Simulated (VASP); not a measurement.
Input of a VASP 6.6.1 run:

File INCAR:

```
SYSTEM = Te
PREC = Accurate ; ENCUT = 520
EDIFF = 1E-7 ; ISMEAR = 0
SIGMA = 0.1 ; LREAL = .FALSE.
LASPH = .TRUE. ; NELM = 100
ALGO = Normal ; ISIF = 2
LWAVE = .FALSE. ; LCHARG = .FALSE.
GGA = PE ; NBANDS = 9
```

Contents of KPOINTS:

```
regular mesh
0
G
  15 15 15
  0 0 0
```

Contents of POSCAR:

```
Te
1.0
    2.3249511126      1.3423111507      1.6541923704
   -2.3249511126      1.3423111507      1.6541923704
    0.0000000000     -2.6846223013      1.6541923704
Te
1
Direct
    0.5000000000      0.5000000000      0.5000000000
```

Potentials or basis: VASP PAW PBE potentials, release 64 (Te).

Command:

```sh
$ cat potpaw_PBE.64/Te/POTCAR > POTCAR
$ mpirun -np 1 vasp_std > vasp.out
```

Question: Predict the band gap on the k mesh.

Answer: Zero (bands 3 and 4 overlap by 4.79 eV).

Question: Predict the pressure.

Answer: 2.4 GPa.

Stress tensor (GPa, compression positive):
```
2.32 0.00 0.00
0.00 2.32 0.00
0.00 0.00 2.41
```

Caveat: the cell differs from its parent crystal (strained); spin-orbit coupling is left out, which moves the levels of the heavy elements.
